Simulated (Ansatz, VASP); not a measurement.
PtSe2: VASP beside Ansatz

```
Se Pt
1.0
     3.70704    0.00000    0.00000
    -1.85352    3.21039    0.00000
     0.00000    0.00000   22.79816
Se Pt
4 2
Direct
  0.66667 0.33333 0.19738
  0.33333 0.66667 0.31358
  0.83333 0.00000 0.47631
  0.50000 0.33333 0.59251
  0.00000 0.00000 0.25548
  0.16667 0.66667 0.53441
```

Alike in both runs: task single point; functional PBE; dispersion D3(BJ); k mesh 9 × 9 × 1; occupations gaussian, width 0.05 eV; no spin polarisation.

|  | VASP | Ansatz |
| --- | --- | --- |
| version | VASP 6.6.1 | Ansatz 0.2.0 |
| potentials or method | VASP PAW PBE potentials, release 64 (Se, Pt), cutoff 520 eV | scalar-relativistic, plane waves, PAW |
| valence electrons in the cell | 44 | 100 |

|  | VASP | Ansatz | Ansatz less VASP |
| --- | --- | --- | --- |
| gap on the k mesh at the Fermi level (eV) | 1.08 | 1.09 | +0.008 |
| least direct gap on the mesh (eV) | 1.25 | 1.26 | +0.009 |
| rms of the force components (eV/Å) | 0.033 | 0.033 | +0.0001 |

VASP's potentials hold 44 valence electrons a cell and Ansatz's 100, so a difference there can come from the potentials and not from the codes.

Neither program's run includes spin-orbit coupling.
